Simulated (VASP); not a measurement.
LiF, 2 atoms in the cell. The structure is cubic, space group Pm-3m (No. 221). Conventional cell: a = 2.516 Å, b = 2.516 Å, c = 2.516 Å, α = 90.00°, β = 90.00°, γ = 90.00°. Within 2.9 Å of Li (site symmetry m-3m) lie 8 F at 2.18 Å and 6 Li at 2.52 Å. Within 2.9 Å of F (site symmetry m-3m) lie 8 Li at 2.18 Å and 6 F at 2.52 Å. 

| Quantity | Value |
| --- | --- |
| Program | VASP 6.6.1 |
| Task | single point |
| Functional | PBEsol |
| Potentials or basis | VASP PAW PBE potentials, release 64 (Li_sv, F) |
| Cutoff | 520 eV |
| k mesh | 8 × 8 × 8 |
| Occupations | methfessel-paxton, width 0.05 eV |
| Spin | no spin polarisation |
| Dipole correction | no |
| Further INCAR settings | ALGO = Normal; EDIFF = 1e-06; NBANDS = 12 |

Potentials or basis: VASP PAW PBE potentials, release 64 (Li_sv, F).

Launch:

```bash
$ cat potpaw_PBE.64/Li_sv/POTCAR potpaw_PBE.64/F/POTCAR > POTCAR
$ mpirun -np 1 vasp_std > vasp.out
```

Hardware: 1 thread of Intel(R) Xeon(R) Platinum 8259CL CPU @ 2.50GHz (Skylake/Cascade Lake), on a shared host.

Problem. Estimate the wall time of this run.

Solution. Wall time 5.2 s on 1 thread of Intel(R) Xeon(R) Platinum 8259CL CPU @ 2.50GHz (Skylake/Cascade Lake), on a shared host, peak memory 0.12 GiB. Counts: scf iterations 11, k points 35.
